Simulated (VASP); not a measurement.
# Al2Cu (Pmm2) in VASP: notebook

The runs below take Al2Cu through single point, with PBEsol.

Everything below comes from runs of VASP 6.6.1. Logs are shortened: lines on timing, memory, paths and dates and some standing lists are left out, and cuts for length are marked.

## (1) The cell of the first run

It takes space group Pmm2 (No. 25, orthorhombic). The conventional cell has a = 2.846 Å, b = 4.084 Å, c = 13.753 Å, α = 90.00°, β = 90.00°, γ = 90.00°. Within 3.3 Å of Al (site symmetry mm2) lie 2 Cu at 2.49 Å and 4 Al at 2.85 to 2.89 Å. Within 3.3 Å of Al (site symmetry mm2) lie 4 Cu at 2.49 Å and 6 Al at 2.85 to 2.89 Å. Within 3.3 Å of Al (site symmetry mm2) lie 4 Cu at 2.49 Å and 6 Al at 2.85 to 2.89 Å. Within 3.3 Å of Al (site symmetry mm2) lie 4 Cu at 2.49 Å and 4 Al at 2.85 to 2.89 Å. Within 3.3 Å of Al (site symmetry mm2) lie 4 Cu at 2.49 Å and 6 Al at 2.85 to 2.89 Å. Al (site symmetry mm2) has 4 Cu at 2.49 Å and 6 Al at 2.85 to 2.89 Å within 3.3 Å. Within 3.3 Å of Cu (site symmetry mm2) lie 8 Al at 2.49 Å and 2 Cu at 2.85 Å. Cu (site symmetry mm2) has 8 Al at 2.49 Å and 2 Cu at 2.85 Å within 3.3 Å.

## (2) Single point, PBEsol (the distance across one plane changed)

INCAR reads:

```
PREC     = Accurate       # precision mode
ENCUT    = 520            # plane-wave cutoff, eV
EDIFF    = 1E-6           # SCF threshold, eV
ISMEAR   = 0              # smearing method
SIGMA    = 0.15           # smearing width, eV
LREAL    = F              # projectors in reciprocal space
LASPH    = T              # aspherical terms in the spheres
NELM     = 60             # most SCF steps
ALGO     = Fast           # electronic algorithm
ISIF     = 2              # what is computed and relaxed
LWAVE    = F              # write WAVECAR
LCHARG   = T              # write CHGCAR
GGA      = PS             # functional
LELF     = T              # ELF
LVHAR    = T            
NBANDS   = 36             # bands
```

KPOINTS reads:

```
regular mesh
0
Gamma
  11 16 4
```

POSCAR reads:

```
Al2Cu
1.0
    0.0000000000     -4.0841721958      0.0000000000
    0.0000000000      0.0000000000     -2.8463947559
   13.7525165873      0.0000000000      0.0000000000
Al Cu
6 3
Direct
    0.0000000000      0.5000000000      0.0742292390
    0.0000000000      0.5000000000      0.3712055902
    0.0000000000      0.5000000000      0.6681819414
    0.5000000000      0.5000000000      0.8166701170
    0.5000000000      0.5000000000      0.2227174146
    0.5000000000      0.5000000000      0.5196937658
    1.0000000000      0.0000000000      0.2227174146
    1.0000000000      0.0000000000      0.5196937658
    1.0000000000      0.0000000000      0.8166701170
```

Potentials or basis: VASP PAW PBE potentials, release 64 (Al, Cu).

Launch:

```console
cat potpaw_PBE.64/Al/POTCAR potpaw_PBE.64/Cu/POTCAR > POTCAR
mpirun -np 1 vasp_std > vasp.out
```

OUTCAR:

```text
PREC = Accurate
   ENCUT = 520
   EDIFF = 1E-6
   ISMEAR = 0
   LREAL = F
   LASPH = T
   NELM = 60
   ISIF = 2
   GGA = PS

 ion  position               nearest neighbor table
   1  0.000  0.500  0.074-   7 2.49   7 2.49   5 2.89   5 2.89
   2  0.000  0.500  0.371-   7 2.49   8 2.49   7 2.49   8 2.49   5 2.89   6 2.89   5 2.89   6 2.89

   3  0.000  0.500  0.668-   8 2.49   9 2.49   8 2.49   9 2.49   4 2.89   6 2.89   4 2.89   6 2.89

   4  0.500  0.500  0.817-   9 2.49   9 2.49   9 2.49   9 2.49   3 2.89   3 2.89
   5  0.500  0.500  0.223-   7 2.49   7 2.49   7 2.49   7 2.49   1 2.89   2 2.89   1 2.89   2 2.89

   6  0.500  0.500  0.520-   8 2.49   8 2.49   8 2.49   8 2.49   2 2.89   3 2.89   2 2.89   3 2.89

   7  0.000  0.000  0.223-   5 2.49   5 2.49   5 2.49   5 2.49   2 2.49   2 2.49   1 2.49   1 2.49

   8  0.000  0.000  0.520-   6 2.49   6 2.49   6 2.49   6 2.49   3 2.49   3 2.49   2 2.49   2 2.49

   9  0.000  0.000  0.817-   4 2.49   4 2.49   4 2.49   4 2.49   3 2.49   3 2.49

  LATTYP: Found a simple orthorhombic cell.
 ALAT       =     2.8463947559
 B/A-ratio  =     1.4348579681
 C/A-ratio  =     4.8315563253

  Lattice vectors:

 A1 = (   0.0000000000,   0.0000000000,   2.8463947559)
 A2 = (   0.0000000000,  -4.0841721958,   0.0000000000)
 A3 = (  13.7525165873,   0.0000000000,   0.0000000000)

Analysis of symmetry for initial positions (statically):
=====================================================================
 Subroutine PRICEL returns:
 Original cell was already a primitive cell.

 Routine SETGRP: Setting up the symmetry group for a
 simple orthorhombic supercell.

 Subroutine GETGRP returns: Found  4 space group operations
 (whereof  4 operations were pure point group operations)
 out of a pool of  8 trial point group operations.

The static configuration has the point symmetry C_2v.

Analysis of symmetry for dynamics (positions and initial velocities):
=====================================================================
 Subroutine PRICEL returns:
 Original cell was already a primitive cell.

 Routine SETGRP: Setting up the symmetry group for a
 simple orthorhombic supercell.

 Subroutine GETGRP returns: Found  4 space group operations
 (whereof  4 operations were pure point group operations)
 out of a pool of  8 trial point group operations.

The dynamic configuration has the point symmetry C_2v.

 Subroutine INISYM returns: Found  4 space group operations
 (whereof  4 operations are pure point group operations),
 and found     1 'primitive' translations

----------------------------------------------------------------------------------------

                                     Primitive cell

  volume of cell :     159.8753

  direct lattice vectors                    reciprocal lattice vectors
     0.000000000 -4.084172196  0.000000000     0.000000000 -0.244847659  0.000000000
     0.000000000  0.000000000 -2.846394756     0.000000000  0.000000000 -0.351321614
    13.752516587  0.000000000  0.000000000     0.072713964  0.000000000  0.000000000

  length of vectors
     4.084172196  2.846394756 13.752516587     0.244847659  0.351321614  0.072713964

  position of ions in fractional coordinates (direct lattice)
     0.000000000  0.500000000  0.074229239
     0.000000000  0.500000000  0.371205590
     0.000000000  0.500000000  0.668181941
     0.500000000  0.500000000  0.816670117
     0.500000000  0.500000000  0.222717415
     0.500000000  0.500000000  0.519693766
     0.000000000  0.000000000  0.222717415
     0.000000000  0.000000000  0.519693766
     0.000000000  0.000000000  0.816670117

  ion indices of the primitive-cell ions
   primitive index   ion index
                 1           1
                 2           2
                 3           3
                 4           4
                 5           5
                 6           6
                 7           7
                 8           8
                 9           9

----------------------------------------------------------------------------------------

 KPOINTS: regular mesh

Automatic generation of k-mesh.
 Grid dimensions read from file:
 generate k-points for:   11   16    4

 Generating k-lattice:

  Cartesian coordinates                     Fractional coordinates (reciprocal lattice)
     0.000000000 -0.022258878  0.000000000     0.090909091  0.000000000  0.000000000
     0.000000000  0.000000000 -0.021957601     0.000000000  0.062500000  0.000000000
     0.018178491  0.000000000  0.000000000     0.000000000  0.000000000  0.250000000

  Length of vectors
     0.022258878  0.021957601  0.018178491

  Shift w.r.t. Gamma in fractional coordinates (k-lattice)
     0.000000000  0.000000000  0.000000000

 Subroutine IBZKPT returns following result:
 ===========================================

 Found    162 irreducible k-points:

 Following reciprocal coordinates:
            Coordinates               Weight
  0.000000  0.000000  0.000000      1.000000
  0.090909  0.000000  0.000000      2.000000
  0.181818  0.000000  0.000000      2.000000
  0.272727  0.000000  0.000000      2.000000
  0.363636  0.000000  0.000000      2.000000
  0.454545  0.000000  0.000000      2.000000
[... 16 lines left out ...]
  0.363636  0.187500  0.000000      4.000000
  0.454545  0.187500  0.000000      4.000000
 [... further k-points ...]
   k-points           NKPTS =    162   k-points in BZ     NKDIM =    162   number of bands    NBANDS=     36
   number of dos      NEDOS =    301   number of ions     NIONS =      9
   total plane-waves  NPLWV =  77760
   dimension x,y,z NGX =    30 NGY =   24 NGZ =  108
   dimension x,y,z NGXF=    60 NGYF=   48 NGZF=  216
   ions per type =               6   3
   NGX,Y,Z   is equivalent  to a cutoff of  12.21, 14.02, 13.06 a.u.
   NGXF,Y,Z  is equivalent  to a cutoff of  24.42, 28.03, 26.11 a.u.
 SYSTEM =  unknown system
   PREC   = accura    normal or accurate (medium, high low for compatibility)
   ISTART =      0    job   : 0-new  1-cont  2-samecut
   ICHARG =      2    charge: 1-file 2-atom 10-const
   ISPIN  =      1    spin polarized calculation?
   LNONCOLLINEAR =      F non collinear calculations
   LSORBIT =      F    spin-orbit coupling
   LASPH  =      T    aspherical Exc in radial PAW
   ENCUT  =  520.0 eV  38.22 Ry    6.18 a.u.   7.59  5.29 25.57*2*pi/ulx,y,z
   NELM   =     60;   NELMIN=  2; NELMDL= -5     # of ELM steps
   EDIFF  = 0.1E-05   stopping-criterion for ELM
   LREAL  =      F    real-space projection
   EDIFFG = 0.1E-04   stopping-criterion for IOM
   NSW    =      0    number of steps for IOM
   IBRION =     -1    ionic relax: 0-MD 1-quasi-New 2-CG
   NFREE  =      0    steps in history (QN), initial steepest desc. (CG)
   ISIF   =      2    stress and relaxation
   ISYM   =      2    0-nonsym 1-usesym 2-fastsym
   POTIM  = 0.5000    time-step for ionic-motion
   TEBEG  =    0.0;   TEEND  =   0.0 temperature during run
   PSTRESS=    0.0 pullay stress
   NELECT =      51.0000    total number of electrons
   NUPDOWN=      -1.0000    fix difference up-down
   EMIN   =  10.00;   EMAX   =-10.00  energy-range for DOS
   EFERMI =   0.00;   METHOD = LEGACY
   ISMEAR =     0;   SIGMA  =   0.15  broadening in eV -4-tet -1-fermi 0-gaus
   EFERMI_NEDOS =   21; number of points for ismear=-14 and -15
   IALGO  =     68    algorithm
   IMIX   =      4    mixing-type and parameters
     AMIX     =   0.40;   BMIX     =  1.00
     AMIX_MAG =   1.60;   BMIX_MAG =  1.00
  volume/ion in A,a.u.               =      17.76       119.88
  Fermi-wavevector in a.u.,A,eV,Ry     =   1.118590  2.113829 17.024216  1.251245
  Thomas-Fermi vector in A             =   2.255223
   LORBIT       =      0    0 simple, 1 ext, 2 COOP (PROOUT), +10 PAW based schemes
   GGA     = PS    functional components
   LHFCALC =     F    Hartree Fock is set to
   AEXX    =    0.0000 exact exchange contribution
   IVDW    =     0    specifies the selected vdW correction
   LEPSILON=     F    determine dielectric tensor
   LRPA    =     F    only Hartree local field effects (RPA)
 non-spin polarized calculation
 RMM-DIIS sequential band-by-band and
 Gauss-broadening in eV      SIGMA  =   0.15
  energy-cutoff  :      520.00
  volume of cell :      159.88
 maximum number of plane-waves:      4336
   NGX = 15   NGY = 11   NGZ = 51

 number of electron      50.9999969 magnetization

 Free energy of the ion-electron system (eV)
  ---------------------------------------------------
  ext. energy  EPLUGINS =         0.00000000
  ---------------------------------------------------
  free energy    TOTEN  =       -36.36360646 eV

  energy without entropy =      -36.32734110  energy(sigma->0) =      -36.34547378

 E-fermi :   6.0350     XC(G=0): -10.0165

 val. band max:        6.0344006442   @ k =   0.2727   0.0625   0.0000
 cond. band min:       6.0385871356   @ k =   0.0909   0.2500   0.0000
 fundamental gap:      0.0041864914
 Fermi energy:         6.0350173501

 k-point     1 :       0.0000    0.0000    0.0000
  band No.  band energies     occupation
      1      -4.4134      2.00000
      2      -3.7702      2.00000
      3      -2.9548      2.00000
      4      -0.9381      2.00000
      5      -0.0471      2.00000
      6       0.6050      2.00000
[... 28 lines left out ...]
     35      11.3479      0.00000
     36      12.2045      0.00000

 k-point     2 :       0.0909    0.0000    0.0000
  band No.  band energies     occupation
      1      -4.3429      2.00000
      2      -3.6989      2.00000
      3      -2.8819      2.00000
      4      -0.8820      2.00000
      5      -0.0049      2.00000
      6       0.5769      2.00000
[... 28 lines left out ...]
     35      11.1129      0.00000
     36      11.4294      0.00000
[... 817 lines left out ...]
     35      11.7769      0.00000
     36      11.8283      0.00000

 k-point    24 :       0.4545    0.1875    0.0000
  band No.  band energies     occupation
      1      -2.2701      2.00000
      2      -1.5941      2.00000
      3      -0.9246      2.00000
      4      -0.7108      2.00000
      5      -0.4519      2.00000
      6       0.0574      2.00000
[... 28 lines left out ...]
     35      11.4084      0.00000
     36      11.6633      0.00000

 [... further k-points ...]

------------------------ aborting loop because EDIFF is reached ----------------------------------------

  FORCE on cell =-STRESS in cart. coord.  units (eV):
  Direction    XX          YY          ZZ          XY          YZ          ZX
  --------------------------------------------------------------------------------------
  -------------------------------------------------------------------------------------
  Total       -0.7631092     -0.4153096     -3.4333779      0.0000000      0.0000000      0.0000000
  in kB       -7.6474376     -4.1619919    -34.4073194      0.0000000      0.0000000      0.0000000
  external PRESSURE =     -15.4055830 kB  Pullay stress =       0.0000000 kB

 VOLUME and BASIS-vectors are now :
 -----------------------------------------------------------------------------
  energy-cutoff  :      520.00
  volume of cell :      159.88
      direct lattice vectors                 reciprocal lattice vectors
     0.000000000 -4.084172196  0.000000000     0.000000000 -0.244847659  0.000000000
     0.000000000  0.000000000 -2.846394756     0.000000000  0.000000000 -0.351321614
    13.752516587  0.000000000  0.000000000     0.072713964  0.000000000  0.000000000

 POSITION                                       TOTAL-FORCE (eV/Angst)
 -----------------------------------------------------------------------------------
      1.02084      0.00000     -1.42320        -0.826059      0.000000      0.000000
      5.10501      0.00000     -1.42320        -0.029450      0.000000      0.000000
      9.18918      0.00000     -1.42320         0.187409      0.000000      0.000000
     11.23127     -2.04209     -1.42320         0.103889      0.000000      0.000000
      3.06292     -2.04209     -1.42320         0.048230      0.000000      0.000000
      7.14710     -2.04209     -1.42320         0.090493      0.000000      0.000000
      3.06292      0.00000      0.00000         0.124320      0.000000      0.000000
      7.14710      0.00000      0.00000        -0.030119      0.000000      0.000000
     11.23127      0.00000      0.00000         0.331288      0.000000      0.000000
 -----------------------------------------------------------------------------------
    total drift:                                0.002292     -0.000000      0.000000

  FREE ENERGIE OF THE ION-ELECTRON SYSTEM (eV)
  ---------------------------------------------------
  free  energy   TOTEN  =       -36.3636064575 eV

  energy  without entropy=      -36.3273410984  energy(sigma->0) =      -36.34547378
```

It took 9.3 min on 1 thread of Intel Xeon 6975P-C (Granite Rapids), shared host; peak memory 0.77 GiB.

What came out:

```
Free energy            : -36.3636 eV
Pressure               : -1.5 GPa
Largest force          : 0.826 eV/Å
Band gap on the k mesh : zero (an odd number of electrons rules out a gap without spin polarisation)
```

Forces on the atoms (eV/Å):
```
Al  -0.826  0.000  0.000
Al  -0.029  0.000  0.000
Al   0.187  0.000  0.000
Al   0.104  0.000  0.000
Al   0.048  0.000  0.000
Al   0.090  0.000  0.000
Cu   0.124  0.000  0.000
Cu  -0.030  0.000  0.000
Cu   0.331  0.000  0.000
```

Stress tensor (GPa, compression positive):
```
-0.76  0.00  0.00
 0.00 -0.42  0.00
 0.00  0.00 -3.44
```

Caveat: the cell differs from its parent crystal (the distance across one plane changed); the PAW data sets were made with another functional, which shifts forces and pressure a little.

## (3) Single point, PBEsol (the distance across one plane changed)

INCAR: that of step 2 with these lines changed.

```diff
@@ -7,3 +7,3 @@
 LASPH    = T              # aspherical terms in the spheres
-NELM     = 60             # most SCF steps
+NELM     = 100            # most SCF steps
 ALGO     = Fast           # electronic algorithm
@@ -11,6 +11,4 @@
 LWAVE    = F              # write WAVECAR
-LCHARG   = T              # write CHGCAR
+LCHARG   = F              # write CHGCAR
 GGA      = PS             # functional
-LELF     = T              # ELF
-LVHAR    = T            
 NBANDS   = 36             # bands
```

KPOINTS is that of step 2.

POSCAR reads:

```
Al2Cu
1.0
    0.0000000000     -4.0841721958      0.0000000000
    0.0000000000      0.0000000000     -2.8463947559
   11.9525165873      0.0000000000      0.0000000000
Al Cu
6 3
Direct
    0.0000000000      0.5000000000      0.0854078581
    0.0000000000      0.5000000000      0.4271076303
    0.0000000000      0.5000000000      0.7688074026
    0.5000000000      0.5000000000      0.9396572887
    0.5000000000      0.5000000000      0.2562577442
    0.5000000000      0.5000000000      0.5979575165
    1.0000000000      0.0000000000      0.2562577442
    1.0000000000      0.0000000000      0.5979575165
    1.0000000000      0.0000000000      0.9396572887
```

Potentials or basis: VASP PAW PBE potentials, release 64 (Al, Cu).

Launch:

```console
cat potpaw_PBE.64/Al/POTCAR potpaw_PBE.64/Cu/POTCAR > POTCAR
mpirun -np 1 vasp_std > vasp.out
```

Wall time 34 min (1 thread of AMD EPYC 7R13, shared host); peak memory 0.65 GiB.

Results (log left out):

```
Free energy            : -37.3576 eV
Pressure               : 3.8 GPa
Largest force          : 2.430 eV/Å
Band gap on the k mesh : zero (an odd number of electrons rules out a gap without spin polarisation)
```

Forces in eV/Å, atoms in the order of the input:
```
Al   2.430  0.000  0.000
Al   0.004  0.000  0.000
Al  -0.161  0.000  0.000
Al  -0.495  0.000  0.000
Al  -0.004  0.000  0.000
Al  -0.004  0.000  0.000
Cu   0.162  0.000  0.000
Cu   0.001  0.000  0.000
Cu  -1.933  0.000  0.000
```

Stress tensor (GPa, compression positive):
```
7.11 0.00 0.00
0.00 1.24 0.00
0.00 0.00 3.08
```

Levels at points of the mesh, in eV from the Fermi level:
| k point | band 23 | band 24 | band 25 | band 26 | band 27 | band 28 |
| --- | --- | --- | --- | --- | --- | --- |
| (0.00, 0.00, 0.00) | -1.77 | -1.54 | 0.05 | 0.64 | 0.94 | 1.07 |
| (0.00, 0.50, 0.00) | -1.37 | -0.97 | -0.89 | 2.42 | 2.54 | 2.68 |
| (0.00, 0.00, 0.50) | -2.17 | -1.17 | 0.27 | 0.44 | 1.56 | 1.62 |
| (0.00, 0.50, 0.50) | -1.65 | 0.55 | 0.69 | 0.80 | 0.83 | 2.46 |

Caveat: the cell differs from its parent crystal (the distance across one plane changed); the stress differs along the axes, from 1 to 7 GPa; the PAW data sets were made with another functional, which shifts forces and pressure a little.
